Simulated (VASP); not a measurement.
# Al (I4/mmm) in VASP: further runs

Runs on Al. Level: LDA. Tasks: single point.

All numbers are computed with VASP 6.6.1; they aren't measurements. Logs are shortened: lines on timing, memory, paths and dates and some standing lists are left out, and cuts for length are marked.

## Step 1: The cell of the first run

It takes space group I4/mmm (No. 139, tetragonal). Conventional cell: a = 3.111 Å, b = 3.111 Å, c = 3.352 Å, α = 90.00°, β = 90.00°, γ = 90.00°. Within 3.6 Å of Al (site symmetry 4/mmm) lie 14 Al at 2.77 to 3.35 Å.

## Step 2: Single point, LDA (16.22 Å³/atom)

INCAR

```
  PREC = Accurate
  ENCUT = 520
  EDIFF = 1E-7
  ISMEAR = 0
  SIGMA = 0.15
  LREAL = False
  LASPH = True
  NELM = 60
  ALGO = Normal
  ISIF = 2
  LWAVE = False
  LCHARG = False
  NBANDS = 8
```

KPOINTS

```
regular mesh
0
Gamma
  22 22 22
```

POSCAR

```
Al
1.0
   -1.5553401694      1.5553401694      1.6760345666
    1.5553401694     -1.5553401694      1.6760345666
    1.5553401694      1.5553401694     -1.6760345666
Al
1
Direct
    0.0000000000      0.0000000000      0.0000000000
```

Potentials or basis: VASP PAW LDA potentials, release 64 (Al).

Run with:

```console
> cat potpaw_LDA.64/Al/POTCAR > POTCAR
> mpirun -np 1 vasp_std > vasp.out
```

OUTCAR:

```text
PREC = Accurate
   ENCUT = 520
   EDIFF = 1E-7
   ISMEAR = 0
   LREAL = False
   LASPH = True
   NELM = 60
   ISIF = 2

 ion  position               nearest neighbor table
   1  0.000  0.000  0.000-

  LATTYP: Found a body centered tetragonal cell.
 ALAT       =     3.1106803388
 C/A-ratio  =     1.0776000000

  Lattice vectors:

 A1 = (  -1.5553401694,   1.5553401694,   1.6760345666)
 A2 = (   1.5553401694,  -1.5553401694,   1.6760345666)
 A3 = (   1.5553401694,   1.5553401694,  -1.6760345666)

Analysis of symmetry for initial positions (statically):
=====================================================================
 Subroutine PRICEL returns:
 Original cell was already a primitive cell.

 Routine SETGRP: Setting up the symmetry group for a
 body centered tetragonal supercell.

 Subroutine GETGRP returns: Found 16 space group operations
 (whereof 16 operations were pure point group operations)
 out of a pool of 16 trial point group operations.

The static configuration has the point symmetry D_4h.

Analysis of symmetry for dynamics (positions and initial velocities):
=====================================================================
 Subroutine PRICEL returns:
 Original cell was already a primitive cell.

 Routine SETGRP: Setting up the symmetry group for a
 body centered tetragonal supercell.

 Subroutine GETGRP returns: Found 16 space group operations
 (whereof 16 operations were pure point group operations)
 out of a pool of 16 trial point group operations.

The dynamic configuration has the point symmetry D_4h.

 Subroutine INISYM returns: Found 16 space group operations
 (whereof 16 operations are pure point group operations),
 and found     1 'primitive' translations

----------------------------------------------------------------------------------------

                                     Primitive cell

  volume of cell :      16.2179

  direct lattice vectors                    reciprocal lattice vectors
    -1.555340169  1.555340169  1.676034567     0.000000000  0.321473083  0.298323203
     1.555340169 -1.555340169  1.676034567     0.321473083  0.000000000  0.298323203
     1.555340169  1.555340169 -1.676034567     0.321473083  0.321473083  0.000000000

  length of vectors
     2.765367598  2.765367598  2.765367598     0.438567756  0.438567756  0.454631594
[... 78 lines left out ...]
   NELM   =     60;   NELMIN=  2; NELMDL= -5     # of ELM steps
   EDIFF  = 0.1E-06   stopping-criterion for ELM
   LREAL  =      F    real-space projection
   EDIFFG = 0.1E-05   stopping-criterion for IOM
   NSW    =      0    number of steps for IOM
   IBRION =     -1    ionic relax: 0-MD 1-quasi-New 2-CG
   NFREE  =      0    steps in history (QN), initial steepest desc. (CG)
   ISIF   =      2    stress and relaxation
   ISYM   =      2    0-nonsym 1-usesym 2-fastsym
   POTIM  = 0.5000    time-step for ionic-motion
   TEBEG  =    0.0;   TEEND  =   0.0 temperature during run
   PSTRESS=    0.0 pullay stress
   NELECT =       3.0000    total number of electrons
   NUPDOWN=      -1.0000    fix difference up-down
   EMIN   =  10.00;   EMAX   =-10.00  energy-range for DOS
   EFERMI =   0.00;   METHOD = LEGACY
   ISMEAR =     0;   SIGMA  =   0.15  broadening in eV -4-tet -1-fermi 0-gaus
   EFERMI_NEDOS =   21; number of points for ismear=-14 and -15
   IALGO  =     38    algorithm
   IMIX   =      4    mixing-type and parameters
     AMIX     =   0.40;   BMIX     =  1.00
     AMIX_MAG =   1.60;   BMIX_MAG =  1.00
  volume/ion in A,a.u.               =      16.22       109.44
  Fermi-wavevector in a.u.,A,eV,Ry     =   0.932790  1.762718 11.838397  0.870098
  Thomas-Fermi vector in A             =   2.059425
   LORBIT       =      0    0 simple, 1 ext, 2 COOP (PROOUT), +10 PAW based schemes
   GGA     = CA    functional components
   LHFCALC =     F    Hartree Fock is set to
   AEXX    =    0.0000 exact exchange contribution
   IVDW    =     0    specifies the selected vdW correction
   LEPSILON=     F    determine dielectric tensor
   LRPA    =     F    only Hartree local field effects (RPA)
 non-spin polarized calculation
 Gauss-broadening in eV      SIGMA  =   0.15
  energy-cutoff  :      520.00
  volume of cell :       16.22
 maximum number of plane-waves:       450
 NGX is ok and might be reduce to    24
   NGX = 11   NGY = 11   NGZ = 11

 number of electron       3.0000000 magnetization

 Free energy of the ion-electron system (eV)
  ---------------------------------------------------
  ext. energy  EPLUGINS =         0.00000000
  ---------------------------------------------------
  free energy    TOTEN  =        -4.10157588 eV

  energy without entropy =       -4.09677809  energy(sigma->0) =       -4.09917698

 E-fermi :   7.9748     XC(G=0): -10.4107

 val. band max:        7.9673825037   @ k =   0.3182   0.0455   0.0455
 cond. band min:       7.9856150795   @ k =  -0.1364   0.3636   0.1364
 fundamental gap:      0.0182325758
 Fermi energy:         7.9748050028

 k-point     1 :       0.0000    0.0000    0.0000
  band No.  band energies     occupation
      1      -3.2439      2.00000
      2      20.7890      0.00000
      3      20.7890      0.00000
      4      22.2391      0.00000
      5      22.4670      0.00000
      6      22.7017      0.00000
      7      22.7017      0.00000
      8      23.3648      0.00000
[... 243 lines left out ...]
 k-point    24 :      -0.4545    0.0455   -0.0000
  band No.  band energies     occupation
      1       2.0397      2.00000
      2       5.6615      2.00000
      3      15.9297      0.00000
      4      16.7990      0.00000
      5      19.2870      0.00000
      6      20.3878      0.00000
      7      25.9131      0.00000
      8      29.9260      0.00000

 [... further k-points ...]

------------------------ aborting loop because EDIFF is reached ----------------------------------------

  FORCE on cell =-STRESS in cart. coord.  units (eV):
  Direction    XX          YY          ZZ          XY          YZ          ZX
  --------------------------------------------------------------------------------------
  -------------------------------------------------------------------------------------
  Total       -0.1197679     -0.1197679      0.2105589      0.0000000      0.0000000      0.0000000
  in kB      -11.8319784    -11.8319784     20.8012943      0.0000000      0.0000000      0.0000000
  external PRESSURE =      -0.9542208 kB  Pullay stress =       0.0000000 kB

 VOLUME and BASIS-vectors are now :
 -----------------------------------------------------------------------------
  energy-cutoff  :      520.00
  volume of cell :       16.22
      direct lattice vectors                 reciprocal lattice vectors
    -1.555340169  1.555340169  1.676034567     0.000000000  0.321473083  0.298323203
     1.555340169 -1.555340169  1.676034567     0.321473083  0.000000000  0.298323203
     1.555340169  1.555340169 -1.676034567     0.321473083  0.321473083  0.000000000

 POSITION                                       TOTAL-FORCE (eV/Angst)
 -----------------------------------------------------------------------------------
      0.00000      0.00000      0.00000         0.000000      0.000000      0.000000
 -----------------------------------------------------------------------------------
    total drift:                                0.000000      0.000000      0.000000

  FREE ENERGIE OF THE ION-ELECTRON SYSTEM (eV)
  ---------------------------------------------------
  free  energy   TOTEN  =        -4.1015758775 eV

  energy  without entropy=       -4.0967780854  energy(sigma->0) =       -4.09917698
```

OSZICAR:

```text
N       E                     dE             d eps       ncg     rms          rms(c)
DAV:   1    -0.269060851888E+01   -0.26906E+01   -0.89468E+02 13480   0.207E+02
DAV:   2    -0.412480351807E+01   -0.14342E+01   -0.13778E+01 18688   0.191E+01
DAV:   3    -0.413165423860E+01   -0.68507E-02   -0.68464E-02 16272   0.143E+00
DAV:   4    -0.413166562886E+01   -0.11390E-04   -0.11390E-04 20432   0.565E-02
DAV:   5    -0.413166564505E+01   -0.16189E-07   -0.16627E-07 16504   0.134E-03    0.134E+00
DAV:   6    -0.411322607865E+01    0.18440E-01   -0.29949E-03 15056   0.210E-01    0.746E-01
DAV:   7    -0.410160155049E+01    0.11625E-01   -0.73506E-03 15312   0.323E-01    0.156E-01
DAV:   8    -0.410157594722E+01    0.25603E-04   -0.29482E-05 18640   0.347E-02    0.130E-02
DAV:   9    -0.410157587755E+01    0.69678E-07   -0.15167E-07 17240   0.196E-03
   1 F= -.41015759E+01 E0= -.40991770E+01  d E =-.479779E-02
```

stdout:

```text
POSCAR found type information on POSCAR Al
 POSCAR found :  1 types and       1 ions
 scaLAPACK will be used
 LDA part: xc-table for (Slater(with rela. corr.)+CA(PZ))
 , standard interpolation
 POSCAR, INCAR and KPOINTS ok, starting setup
 FFT: planning ... GRIDC
 FFT: planning ... GRID_SOFT
 FFT: planning ... GRID
 WAVECAR not read
 entering main loop
```

Run time: 68 s. Hardware: 1 thread of Intel Xeon 8259CL, shared host; peak memory 0.19 GiB.

Results:

- Free energy: -4.1016 eV
- Pressure: -0.1 GPa
- Band gap on the k mesh: zero (an odd number of electrons rules out a gap without spin polarisation)

## Step 3: Single point, LDA (14.92 Å³/atom)

This run uses another cell than the first one, of 14.92 Å³/atom.

INCAR

```
SYSTEM = Al
PREC     = Accurate       ! precision mode
ENCUT    = 520            ! plane-wave cutoff, eV
EDIFF    = 1E-6           ! SCF threshold, eV
ISMEAR   = 0              ! smearing method
SIGMA    = 0.15           ! smearing width, eV
LREAL    = .FALSE.        ! projectors in reciprocal space
LASPH    = .TRUE.         ! aspherical terms in the spheres
NELM     = 80             ! most SCF steps
ALGO     = Fast           ! electronic algorithm
ISIF     = 2              ! what is computed and relaxed
LWAVE    = .FALSE.        ! write WAVECAR
LCHARG   = .FALSE.        ! write CHGCAR
GGA      = CA             ! functional
NBANDS   = 8              ! bands
```

KPOINTS

```
Automatic mesh
0
G
  22 22 22
  0 0 0
```

POSCAR

```
Al
1.0
   -1.5899627579      1.5899627579      1.4754854394
    1.5899627579     -1.5899627579      1.4754854394
    1.5899627579      1.5899627579     -1.4754854394
Al
1
Direct
    0.0000000000      0.0000000000      0.0000000000
```

Potentials or basis: VASP PAW LDA potentials, release 64 (Al).

Run with:

```console
> cat potpaw_LDA.64/Al/POTCAR > POTCAR
> mpirun -np 1 vasp_std > vasp.out
```

It took 1.9 min on 1 thread of AMD EPYC, shared host; peak memory 0.16 GiB.

The run converged. Its results:

```yaml
Free_energy: -4.0718 eV
Pressure: 7.5 GPa
Band_gap_on_the_k_mesh: zero (an odd number of electrons rules out a gap without spin polarisation)
```

Stress tensor (GPa, compression positive):
```
8.20 0.00 0.00
0.00 8.20 0.00
0.00 0.00 6.08
```

Levels at points of the mesh, in eV from the Fermi level:
```
           k point  band 1  band 2  band 3  band 4  band 5
(0.00, 0.00, 0.00)  -11.81   12.62   14.54   14.54   15.36
(0.50, 0.00, 0.00)   -4.51   -3.71    8.00    8.38   10.04
(0.50, 0.50, 0.00)   -4.91   -4.47    9.72    9.97   12.02
(0.50, 0.50, 0.50)    1.31    1.31    2.48    2.96    3.61
```

Caveat: the cell stands under pressure.

## Step 4: Single point, LDA (15.35 Å³/atom)

This run uses another cell than the first one, of 15.35 Å³/atom.

INCAR

```
SYSTEM = Al
ALGO = Normal
EDIFF = 1E-7
ENCUT = 520
GGA = CA
ISIF = 2
ISMEAR = 0
LASPH = .True.
LCHARG = .False.
LREAL = .False.
LWAVE = .False.
NBANDS = 8
NELM = 80
PREC = Accurate
SIGMA = 0.15
```

KPOINTS

```
k-points
0
Gamma
  22 22 22
  0 0 0
```

POSCAR

```
Al
1.0
   -1.4896197114      1.4896197114      1.7297464089
    1.4896197114     -1.4896197114      1.7297464089
    1.4896197114      1.4896197114     -1.7297464089
Al
1
Direct
    0.0000000000      0.0000000000      0.0000000000
```

Potentials or basis: VASP PAW LDA potentials, release 64 (Al).

Run with:

```console
> cat potpaw_LDA.64/Al/POTCAR > POTCAR
> mpirun -np 1 vasp_std > vasp.out
```

OUTCAR:

```text
SYSTEM = Al
   EDIFF = 1E-7
   ENCUT = 520
   GGA = CA
   ISIF = 2
   ISMEAR = 0
   LASPH = .True.
   LREAL = .False.
   NELM = 80
   PREC = Accurate

 ion  position               nearest neighbor table
   1  0.000  0.000  0.000-

  LATTYP: Found a body centered tetragonal cell.
 ALAT       =     2.9792394228
 C/A-ratio  =     1.1612000000

  Lattice vectors:

 A1 = (  -1.4896197114,   1.4896197114,   1.7297464089)
[... 441 lines left out ...]
      5      21.0402      0.00000
      6      21.5806      0.00000
      7      25.5908      0.00000
      8      29.8859      0.00000

 [... further k-points ...]

------------------------ aborting loop because EDIFF is reached ----------------------------------------

  FORCE on cell =-STRESS in cart. coord.  units (eV):
  Direction    XX          YY          ZZ          XY          YZ          ZX
  --------------------------------------------------------------------------------------
  -------------------------------------------------------------------------------------
  Total        0.1321950      0.1321950      0.9511402      0.0000000      0.0000000      0.0000000
  in kB       13.7953420     13.7953420     99.2571684      0.0000000      0.0000000      0.0000000
  external PRESSURE =      42.2826175 kB  Pullay stress =       0.0000000 kB

 VOLUME and BASIS-vectors are now :
 -----------------------------------------------------------------------------
  energy-cutoff  :      520.00
  volume of cell :       15.35
      direct lattice vectors                 reciprocal lattice vectors
    -1.489619711  1.489619711  1.729746409     0.000000000  0.335656138  0.289059713
     1.489619711 -1.489619711  1.729746409     0.335656138  0.000000000  0.289059713
     1.489619711  1.489619711 -1.729746409     0.335656138  0.335656138  0.000000000

 POSITION                                       TOTAL-FORCE (eV/Angst)
 -----------------------------------------------------------------------------------
      0.00000      0.00000      0.00000         0.000000      0.000000      0.000000
 -----------------------------------------------------------------------------------
    total drift:                                0.000000      0.000000      0.000000

  FREE ENERGIE OF THE ION-ELECTRON SYSTEM (eV)
  ---------------------------------------------------
  free  energy   TOTEN  =        -4.1196052608 eV

  energy  without entropy=       -4.1149340427  energy(sigma->0) =       -4.11726965
```

It took 2.6 min on 1 thread of AMD EPYC, shared host; peak memory 0.15 GiB.

Results:

```
Free energy            : -4.1196 eV
Pressure               : 4.2 GPa
Band gap on the k mesh : zero (an odd number of electrons rules out a gap without spin polarisation)
```

Levels at points of the mesh, in eV from the Fermi level:
| k point | band 1 | band 2 | band 3 | band 4 | band 5 | band 6 |
| --- | --- | --- | --- | --- | --- | --- |
| (0.00, 0.00, 0.00) | -11.58 | 12.86 | 12.86 | 14.83 | 14.89 | 15.37 |
| (0.50, 0.00, 0.00) | -4.72 | -4.30 | 9.71 | 9.84 | 11.77 | 12.49 |
| (0.50, 0.50, 0.00) | -3.95 | -2.95 | 6.67 | 7.01 | 8.21 | 10.97 |
| (0.50, 0.50, 0.50) | -0.58 | 1.23 | 3.55 | 3.55 | 3.89 | 7.35 |

Caveat: the stress differs along the axes, from 1 to 10 GPa.

## Step 5: Single point, LDA (15.35 Å³/atom)

This run uses another cell than the first one, of 15.35 Å³/atom.

INCAR

```
ALGO = Fast
EDIFF = 1E-6
ENCUT = 520
GGA = CA
ISIF = 2
ISMEAR = 0
LASPH = True
LCHARG = True
LELF = True
LREAL = False
LVHAR = True
LWAVE = False
NBANDS = 8
NELM = 60
PREC = Accurate
SIGMA = 0.15
```

KPOINTS

```
k-points
0
Gamma
  22 22 22
```

POSCAR

```
Al
1.0
   -1.3483386694      1.3483386694      2.1112286885
    1.3483386694     -1.3483386694      2.1112286885
    1.3483386694      1.3483386694     -2.1112286885
Al
1
Direct
    0.0000000000      0.0000000000      0.0000000000
```

Run with:

```console
> cat potpaw_LDA.64/Al/POTCAR > POTCAR
> mpirun -np 1 vasp_std > vasp.out
```

It took 4 min on 1 thread of AMD EPYC, shared host; peak memory 0.16 GiB.

Results (log left out):

* Free energy: -4.1666 eV
* Pressure: 3.6 GPa
* Band gap on the k mesh: zero (an odd number of electrons rules out a gap without spin polarisation)

Stress tensor (GPa, compression positive):
```
 6.14  0.00  0.00
 0.00  6.14  0.00
 0.00  0.00 -1.47
```

Levels at points of the mesh, in eV from the Fermi level:
```tsv
k point	band 1	band 2	band 3	band 4
(0.00, 0.00, 0.00)	-11.59	12.30	13.52	13.52
(0.50, 0.00, 0.00)	-4.81	-4.44	10.29	10.38
(0.50, 0.50, 0.00)	-2.52	-0.90	4.96	5.04
(0.50, 0.50, 0.50)	-3.99	-3.01	6.16	7.25
```

Caveat: the stress differs along the axes, from -1 to 6 GPa.

## Step 6: Single point, LDA (15.35 Å³/atom)

This run uses another cell than the first one, of 15.35 Å³/atom.

INCAR

```
PREC     = Accurate       # precision mode
ENCUT    = 520            # plane-wave cutoff, eV
EDIFF    = 1E-6           # SCF threshold, eV
ISMEAR   = 0              # smearing method
SIGMA    = 0.15           # smearing width, eV
LREAL    = False          # projectors in reciprocal space
LASPH    = True           # aspherical terms in the spheres
NELM     = 60             # most SCF steps
ALGO     = Normal         # electronic algorithm
ISIF     = 2              # what is computed and relaxed
LWAVE    = False          # write WAVECAR
LCHARG   = False          # write CHGCAR
NBANDS   = 8              # bands
```

KPOINTS

```
regular mesh
0
Gamma
  22 22 22
```

POSCAR

```
Al
1.0
   -1.4172229339      1.4172229339      1.9109834040
    1.4172229339     -1.4172229339      1.9109834040
    1.4172229339      1.4172229339     -1.9109834040
Al
1
Direct
    0.0000000000      0.0000000000      0.0000000000
```

Potentials or basis: VASP PAW LDA potentials, release 64 (Al).

Run with:

```console
> cat potpaw_LDA.64/Al/POTCAR > POTCAR
> mpirun -np 1 vasp_std > vasp.out
```

Wall time 3.1 min (1 thread of AMD EPYC, shared host); peak memory 0.16 GiB.

Results (log left out):

```yaml
Free_energy: -4.1857 eV
Pressure: 2.9 GPa
Band_gap_on_the_k_mesh: zero (an odd number of electrons rules out a gap without spin polarisation)
```

Stress tensor (GPa, compression positive):
```
1.72 0.00 0.00
0.00 1.72 0.00
0.00 0.00 5.25
```

Levels at points of the mesh, in eV from the Fermi level:
| k point | band 1 | band 2 | band 3 | band 4 |
| --- | --- | --- | --- | --- |
| (0.00, 0.00, 0.00) | -11.61 | 12.82 | 12.82 | 13.35 |
| (0.50, 0.00, 0.00) | -4.84 | -4.49 | 11.22 | 11.42 |
| (0.50, 0.50, 0.00) | -3.31 | -1.97 | 5.53 | 6.04 |
| (0.50, 0.50, 0.50) | -2.57 | -0.96 | 4.93 | 5.27 |

## Step 7: Overview

| cell | gap on the mesh (eV) | pressure (GPa) |
| --- | --- | --- |
| a = 2.765 Å, angles 111.6, 111.6, 105.4°, 1 atom | none | -0.1 |
| a = 2.689 Å, angles 107.5, 107.5, 113.5°, 1 atom | none | 7.5 |
| a = 2.726 Å, angles 113.7, 113.7, 101.2°, 1 atom | none | 4.2 |
| a = 2.845 Å, angles 123.4, 123.4, 84.2°, 1 atom | none | 3.6 |
| a = 2.769 Å, angles 118.4, 118.4, 92.7°, 1 atom | none | 2.9 |

Alike in all rows: task single point; level LDA; potentials or basis VASP PAW LDA potentials, release 64 (Al); no spin polarisation; k mesh 22 × 22 × 22; cutoff (eV) 520; smearing gaussian 0.15 eV.

Caveats: the cell stands under pressure (at least some runs); the stress differs along the axes, from 1 to 10 GPa (at least some runs); the stress differs along the axes, from -1 to 6 GPa (at least some runs).

Absolute energies hang on the potentials; compare differences alone.

The gap in the log of VASP goes by the Fermi energy; the results here count the filled bands.